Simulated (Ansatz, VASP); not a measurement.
**Al3InAs4 in VASP and in Ansatz**

```xyz
8
Lattice="4.1236 0.0000 0.0000 0.0000 8.2546 0.0000 0.0000 0.0000 5.8374" Properties=species:S:1:pos:R:3 pbc="T T T"
Al    0.0000    6.1264    0.0005
Al    0.0000    2.1282    0.0005
Al    2.0618    4.1273    2.9246
In    2.0618    0.0000    2.9200
As    2.0618    6.0791    4.4409
As    0.0000    0.0000    1.2784
As    2.0618    2.1755    4.4409
As    0.0000    4.1273    1.5061
```

Alike in both runs: functional PBE; k mesh 8 × 4 × 6; occupations gaussian, width 0.02 eV; no spin polarisation.

Ansatz relaxed the structure, and its values are those at the end. VASP's run is a single point on that final structure, the one shown.

|  | VASP | Ansatz |
| --- | --- | --- |
| version | VASP 6.6.1 | Ansatz 0.2.0 |
| potentials or method | VASP PAW PBE potentials, release 64 (Al, In_d, As), cutoff 520 eV | scalar-relativistic, plane waves, PAW |
| valence electrons in the cell | 42 | 82 |

VASP gave:

| Item | Value |
| --- | --- |
| gap on the k mesh at the Fermi level (eV) | 1.04 |
| least direct gap on the mesh (eV) | 1.04 |
| pressure (GPa) | 0.1 |

Q: Estimate Ansatz's values.

A: gap on the k mesh at the Fermi level (eV): 1.03; least direct gap on the mesh (eV): 1.03; pressure (GPa): 0.0.

VASP's potentials hold 42 valence electrons a cell and Ansatz's 82, so a difference there can come from the potentials and not from the codes.
